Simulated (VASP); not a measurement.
# Ir (I4_1/amd) in VASP: notebook

Runs on Ir. Level: PBEsol. Tasks: single point, relaxation of cell and atoms.

All numbers are computed with VASP 6.6.1; they aren't measurements. Logs are shortened: lines on timing, memory, paths and dates and some standing lists are left out, and cuts for length are marked.

### 1 The cell of the first run

Symmetry: I4_1/amd, No. 141, tetragonal system. Conventional cell: a = 4.802 Å, b = 4.802 Å, c = 2.719 Å, α = 90.00°, β = 90.00°, γ = 90.00°. Ir (site symmetry -4m2) has 10 Ir at 2.50 to 3.15 Å within 3.3 Å.

### 2 Single point, PBEsol

Contents of INCAR:

```
PREC = Accurate ; ENCUT = 520
EDIFF = 1E-6 ; ISMEAR = 0
SIGMA = 0.1 ; LREAL = F
LASPH = T ; NELM = 80
ALGO = Fast ; ISIF = 2
LWAVE = F ; LCHARG = F
GGA = PS ; NBANDS = 16
```

Contents of KPOINTS:

```
regular mesh
0
Gamma
  18 18 18
```

Contents of POSCAR:

```
Ir
1.0
   -2.4010399853      2.4010399853      1.3594974147
    2.4010399853     -2.4010399853      1.3594974147
    2.4010399853      2.4010399853     -1.3594974147
Ir
2
Direct
    0.0000000000      0.0000000000      0.0000000000
    0.7500000000      0.2500000000      0.5000000000
```

Potentials or basis: VASP PAW PBE potentials, release 64 (Ir).

Launch:

```sh
> cat potpaw_PBE.64/Ir/POTCAR > POTCAR
> mpirun -np 1 vasp_std > vasp.out
```

OUTCAR:

```text
PREC = Accurate
   ENCUT = 520
   EDIFF = 1E-6
   ISMEAR = 0
   LREAL = F
   LASPH = T
   NELM = 80
   ISIF = 2
   GGA = PS

 ion  position               nearest neighbor table
   1  0.000  0.000  0.000-   2 2.50   2 2.50   2 2.50   2 2.50   2 3.15   2 3.15   2 3.15   2 3.15

   2  0.750  0.250  0.500-   1 2.50   1 2.50   1 2.50   1 2.50   1 3.15   1 3.15   1 3.15   1 3.15

  LATTYP: Found a body centered tetragonal cell.
 ALAT       =     4.8020799706
 C/A-ratio  =     0.5662119011

  Lattice vectors:

 A1 = (  -2.4010399853,   2.4010399853,   1.3594974147)
 A2 = (   2.4010399853,  -2.4010399853,   1.3594974147)
 A3 = (   2.4010399853,   2.4010399853,  -1.3594974147)

Analysis of symmetry for initial positions (statically):
=====================================================================
 Subroutine PRICEL returns:
 Original cell was already a primitive cell.

 Routine SETGRP: Setting up the symmetry group for a
 body centered tetragonal supercell.

 Subroutine GETGRP returns: Found 16 space group operations
 (whereof  8 operations were pure point group operations)
 out of a pool of 16 trial point group operations.

The static configuration has the point symmetry D_2d.
 The point group associated with its full space group is D_4h.

Analysis of symmetry for dynamics (positions and initial velocities):
=====================================================================
 Subroutine PRICEL returns:
 Original cell was already a primitive cell.

 Routine SETGRP: Setting up the symmetry group for a
 body centered tetragonal supercell.

 Subroutine GETGRP returns: Found 16 space group operations
 (whereof  8 operations were pure point group operations)
 out of a pool of 16 trial point group operations.

The dynamic configuration has the point symmetry D_2d.
 The point group associated with its full space group is D_4h.

 Subroutine INISYM returns: Found 16 space group operations
 (whereof  8 operations are pure point group operations),
 and found     1 'primitive' translations

----------------------------------------------------------------------------------------

                                     Primitive cell

  volume of cell :      31.3500

  direct lattice vectors                    reciprocal lattice vectors
    -2.401039985  2.401039985  1.359497415     0.000000000  0.208243096  0.367782972
     2.401039985 -2.401039985  1.359497415     0.208243096  0.000000000  0.367782972
     2.401039985  2.401039985 -1.359497415     0.208243096  0.208243096  0.000000000

  length of vectors
     3.657624809  3.657624809  3.657624809     0.422645835  0.422645835  0.294500211

  position of ions in fractional coordinates (direct lattice)
     0.000000000  0.000000000  0.000000000
     0.750000000  0.250000000  0.500000000

  ion indices of the primitive-cell ions
   primitive index   ion index
                 1           1
                 2           2

----------------------------------------------------------------------------------------

 KPOINTS: regular mesh

Automatic generation of k-mesh.
 Grid dimensions read from file:
 generate k-points for:   18   18   18

 Generating k-lattice:

  Cartesian coordinates                     Fractional coordinates (reciprocal lattice)
     0.000000000  0.011569061  0.020432387     0.055555556  0.000000000  0.000000000
     0.011569061  0.000000000  0.020432387     0.000000000  0.055555556  0.000000000
     0.011569061  0.011569061  0.000000000     0.000000000  0.000000000  0.055555556

  Length of vectors
     0.023480324  0.023480324  0.016361123

  Shift w.r.t. Gamma in fractional coordinates (k-lattice)
     0.000000000  0.000000000  0.000000000

 Subroutine IBZKPT returns following result:
 ===========================================

 Found    480 irreducible k-points:

 Following reciprocal coordinates:
            Coordinates               Weight
  0.000000  0.000000  0.000000      1.000000
  0.055556 -0.000000  0.000000      8.000000
  0.111111 -0.000000  0.000000      8.000000
  0.166667  0.000000  0.000000      8.000000
  0.222222  0.000000 -0.000000      8.000000
  0.277778 -0.000000  0.000000      8.000000
[... 16 lines left out ...]
 -0.277778  0.055556 -0.000000     16.000000
 -0.222222  0.055556  0.000000     16.000000
 [... further k-points ...]
   k-points           NKPTS =    480   k-points in BZ     NKDIM =    480   number of bands    NBANDS=     16
   number of dos      NEDOS =    301   number of ions     NIONS =      2
   total plane-waves  NPLWV =  21952
   dimension x,y,z NGX =    28 NGY =   28 NGZ =   28
   dimension x,y,z NGXF=    56 NGYF=   56 NGZF=   56
   ions per type =               2
   NGX,Y,Z   is equivalent  to a cutoff of  12.73, 12.73, 12.73 a.u.
   NGXF,Y,Z  is equivalent  to a cutoff of  25.45, 25.45, 25.45 a.u.
 SYSTEM =  unknown system
   PREC   = accura    normal or accurate (medium, high low for compatibility)
   ISTART =      0    job   : 0-new  1-cont  2-samecut
   ICHARG =      2    charge: 1-file 2-atom 10-const
   ISPIN  =      1    spin polarized calculation?
   LNONCOLLINEAR =      F non collinear calculations
   LSORBIT =      F    spin-orbit coupling
   LASPH  =      T    aspherical Exc in radial PAW
   ENCUT  =  520.0 eV  38.22 Ry    6.18 a.u.   6.80  6.80  6.80*2*pi/ulx,y,z
   NELM   =     80;   NELMIN=  2; NELMDL= -5     # of ELM steps
   EDIFF  = 0.1E-05   stopping-criterion for ELM
   LREAL  =      F    real-space projection
   EDIFFG = 0.1E-04   stopping-criterion for IOM
   NSW    =      0    number of steps for IOM
   IBRION =     -1    ionic relax: 0-MD 1-quasi-New 2-CG
   NFREE  =      0    steps in history (QN), initial steepest desc. (CG)
   ISIF   =      2    stress and relaxation
   ISYM   =      2    0-nonsym 1-usesym 2-fastsym
   POTIM  = 0.5000    time-step for ionic-motion
   TEBEG  =    0.0;   TEEND  =   0.0 temperature during run
   PSTRESS=    0.0 pullay stress
   NELECT =      18.0000    total number of electrons
   NUPDOWN=      -1.0000    fix difference up-down
   EMIN   =  10.00;   EMAX   =-10.00  energy-range for DOS
   EFERMI =   0.00;   METHOD = LEGACY
   ISMEAR =     0;   SIGMA  =   0.10  broadening in eV -4-tet -1-fermi 0-gaus
   EFERMI_NEDOS =   21; number of points for ismear=-14 and -15
   IALGO  =     68    algorithm
   IMIX   =      4    mixing-type and parameters
     AMIX     =   0.40;   BMIX     =  1.00
     AMIX_MAG =   1.60;   BMIX_MAG =  1.00
  volume/ion in A,a.u.               =      15.67       105.78
  Fermi-wavevector in a.u.,A,eV,Ry     =   1.360671  2.571296 25.190192  1.851427
  Thomas-Fermi vector in A             =   2.487314
   LORBIT       =      0    0 simple, 1 ext, 2 COOP (PROOUT), +10 PAW based schemes
   GGA     = PS    functional components
   LHFCALC =     F    Hartree Fock is set to
   AEXX    =    0.0000 exact exchange contribution
   IVDW    =     0    specifies the selected vdW correction
   LEPSILON=     F    determine dielectric tensor
   LRPA    =     F    only Hartree local field effects (RPA)
 non-spin polarized calculation
 RMM-DIIS sequential band-by-band and
 Gauss-broadening in eV      SIGMA  =   0.10
  energy-cutoff  :      520.00
  volume of cell :       31.35
 maximum number of plane-waves:       859
   NGX = 13   NGY = 13   NGZ = 13

 number of electron      18.0000002 magnetization

 Free energy of the ion-electron system (eV)
  ---------------------------------------------------
  ext. energy  EPLUGINS =         0.00000000
  ---------------------------------------------------
  free energy    TOTEN  =       -18.14892202 eV

  energy without entropy =      -18.13875422  energy(sigma->0) =      -18.14383812

 E-fermi :   8.4934     XC(G=0): -13.4034

 val. band max:        8.4927189266   @ k =  -0.4444   0.4444   0.0000
 cond. band min:       8.4946721217   @ k =  -0.0556   0.4444   0.0556
 fundamental gap:      0.0019531951
 Fermi energy:         8.4933640442

 k-point     1 :       0.0000    0.0000    0.0000
  band No.  band energies     occupation
      1      -1.4623      2.00000
      2       1.5119      2.00000
      3       2.4961      2.00000
      4       3.3852      2.00000
      5       4.1740      2.00000
      6       7.3102      2.00000
[... 8 lines left out ...]
     15      24.9048      0.00000
     16      25.3618      0.00000

 k-point     2 :       0.0556   -0.0000    0.0000
  band No.  band energies     occupation
      1      -1.3465      2.00000
      2       1.5711      2.00000
      3       2.5141      2.00000
      4       3.5119      2.00000
      5       4.2347      2.00000
      6       6.8327      2.00000
[... 8 lines left out ...]
     15      24.8585      0.00000
     16      25.3430      0.00000

 k-point     3 :       0.1111   -0.0000    0.0000
  band No.  band energies     occupation
      1      -1.0081      2.00000
      2       1.7431      2.00000
      3       2.5797      2.00000
      4       3.8474      2.00000
      5       4.3959      2.00000
      6       6.1896      2.00000
[... 8 lines left out ...]
     15      24.7150      0.00000
     16      25.2039      0.00000

 k-point     4 :       0.1667    0.0000    0.0000
  band No.  band energies     occupation
      1      -0.4766      2.00000
      2       2.0075      2.00000
      3       2.6920      2.00000
      4       4.1933      2.00000
      5       4.6682      2.00000
      6       5.5352      2.00000
[... 8 lines left out ...]
     15      24.4652      0.00000
     16      24.7038      0.00000
[... 324 lines left out ...]
 k-point    22 :      -0.3333    0.0556    0.0000
  band No.  band energies     occupation
      1       1.0947      2.00000
      2       2.5846      2.00000
      3       2.9608      2.00000
      4       4.3129      2.00000
      5       4.8498      2.00000
      6       5.1506      2.00000
[... 8 lines left out ...]
     15      23.0680      0.00000
     16      23.9031      0.00000

 k-point    23 :      -0.2778    0.0556   -0.0000
  band No.  band energies     occupation
      1       0.4122      2.00000
      2       2.4220      2.00000
      3       2.8956      2.00000
      4       4.1690      2.00000
      5       4.8219      2.00000
      6       5.3353      2.00000
[... 8 lines left out ...]
     15      23.5868      0.00000
     16      24.0294      0.00000

 k-point    24 :      -0.2222    0.0556    0.0000
  band No.  band energies     occupation
      1      -0.2729      2.00000
      2       2.1358      2.00000
      3       2.7844      2.00000
      4       4.0312      2.00000
      5       4.5424      2.00000
      6       5.7012      2.00000
[... 8 lines left out ...]
     15      24.0982      0.00000
     16      24.2381      0.00000

 [... further k-points ...]

------------------------ aborting loop because EDIFF is reached ----------------------------------------

  FORCE on cell =-STRESS in cart. coord.  units (eV):
  Direction    XX          YY          ZZ          XY          YZ          ZX
  --------------------------------------------------------------------------------------
  -------------------------------------------------------------------------------------
  Total        0.1348570      0.1348570      0.0954747      0.0000000      0.0000000      0.0000000
  in kB        6.8920236      6.8920236      4.8793473      0.0000000      0.0000000      0.0000000
  external PRESSURE =       6.2211315 kB  Pullay stress =       0.0000000 kB

 VOLUME and BASIS-vectors are now :
 -----------------------------------------------------------------------------
  energy-cutoff  :      520.00
  volume of cell :       31.35
      direct lattice vectors                 reciprocal lattice vectors
    -2.401039985  2.401039985  1.359497415     0.000000000  0.208243096  0.367782972
     2.401039985 -2.401039985  1.359497415     0.208243096  0.000000000  0.367782972
     2.401039985  2.401039985 -1.359497415     0.208243096  0.208243096  0.000000000

 POSITION                                       TOTAL-FORCE (eV/Angst)
 -----------------------------------------------------------------------------------
      0.00000      0.00000      0.00000         0.000000     -0.000000     -0.000000
      0.00000      2.40104      0.67975        -0.000000      0.000000      0.000000
 -----------------------------------------------------------------------------------
    total drift:                               -0.000000      0.000000      0.000000

  FREE ENERGIE OF THE ION-ELECTRON SYSTEM (eV)
  ---------------------------------------------------
  free  energy   TOTEN  =       -18.1489220170 eV

  energy  without entropy=      -18.1387542243  energy(sigma->0) =      -18.14383812
```

It took 3.7 min on 1 thread of AMD EPYC 9R45 (Zen 5), shared host; peak memory 0.29 GiB.

What came out:

```
Free energy            : -18.1489 eV
Pressure               : 0.6 GPa
Band gap on the k mesh : zero (bands 9 and 10 overlap by 2.85 eV)
```

Caveat: the PAW data sets were made with another functional, which shifts forces and pressure a little; spin-orbit coupling is left out, which moves the levels of the heavy elements.

### 3 Relaxation of cell and atoms, PBEsol

Contents of INCAR:

```
SYSTEM = Ir
  ALGO = Fast
  EDIFF = 1E-6
  EDIFFG = -0.01
  ENCUT = 600
  GGA = PS
  IBRION = 2
  ISIF = 3
  ISMEAR = 0
  LASPH = .True.
  LCHARG = .False.
  LREAL = .False.
  LWAVE = .False.
  NELM = 60
  NSW = 100
  PREC = Accurate
  SIGMA = 0.1
```

Contents of KPOINTS:

```
k-points
0
Gamma
  18 18 18
  0 0 0
```

Contents of POSCAR:

```
Ir
1.0
   -2.4034226760      2.4034226760      1.3566414724
    2.4034226760     -2.4034226760      1.3566414724
    2.4034226760      2.4034226760     -1.3566414724
Ir
2
Direct
    0.0000000000      0.0000000000      0.0000000000
    0.7500000000      0.2500000000      0.5000000000
```

Potentials or basis: VASP PAW PBE potentials, release 64 (Ir).

Launch:

```sh
> cat potpaw_PBE.64/Ir/POTCAR > POTCAR
> mpirun -np 1 vasp_std > vasp.out
```

Wall time 17 min (1 thread of Intel Xeon 8259CL, shared host); peak memory 0.37 GiB.

It converged, with:

| Quantity | Value |
| --- | --- |
| Free energy | -18.1490 eV |
| Relaxed volume | 15.71 Å³/atom |
| Relaxed cell | a = 3.661 Å, b = 3.661 Å, c = 3.661 Å, α = 97.94°, β = 97.94°, γ = 136.37° |
| Space group after relaxing (to 0.1 Å) | I4_1/amd (No. 141) |
| Energy gained by relaxing | 0.2 meV/atom |
| Ionic steps | 5 |
| Pressure after relaxing | -0.1 GPa |
| Band gap on the k mesh | zero (bands 9 and 10 overlap by 2.84 eV) |

The path:
| step | energy change (eV) | largest force (eV/Å) | pressure (GPa) | volume (Å³) |
| --- | --- | --- | --- | --- |
| 1 | 0.0000 | 0.0000 | 0.73 | 31.35 |
| 2 | 0.0016 | 0.0000 | -2.43 | 31.67 |
| 3 | -0.0002 | 0.0000 | -0.20 | 31.43 |
| 4 | -0.0002 | 0.0000 | 0.09 | 31.41 |
| 5 | -0.0003 | 0.0000 | -0.06 | 31.42 |

Final structure:
```yaml
crystal:
  lattice:
    - [-2.40302, 2.40302, 1.36038]
    - [2.40302, -2.40302, 1.36038]
    - [2.40302, 2.40302, -1.36038]
  atoms:
    - { symbol: Ir, position: [0.00000, 0.00000, 0.00000] }
    - { symbol: Ir, position: [0.75000, 0.25000, 0.50000] }
```

Levels at points of the mesh, in eV from the Fermi level:
| k point | band 6 | band 7 | band 8 | band 9 | band 10 | band 11 | band 12 | band 13 |
| --- | --- | --- | --- | --- | --- | --- | --- | --- |
| (0.00, 0.00, 0.00) | -1.18 | -1.18 | -1.09 | -1.09 | 1.58 | 2.86 | 5.55 | 5.55 |
| (0.50, 0.00, 0.00) | -2.27 | -1.78 | -0.62 | 0.51 | 0.78 | 2.75 | 5.15 | 6.96 |
| (0.50, 0.50, 0.00) | -3.77 | -2.05 | -2.05 | 0.11 | 0.11 | 0.63 | 0.63 | 12.80 |
| (0.50, 0.50, 0.50) | -1.51 | -0.91 | -0.91 | -0.75 | -0.75 | -0.64 | -0.64 | 6.39 |

Caveat: the PAW data sets were made with another functional, which shifts forces and pressure a little; spin-orbit coupling is left out, which moves the levels of the heavy elements.
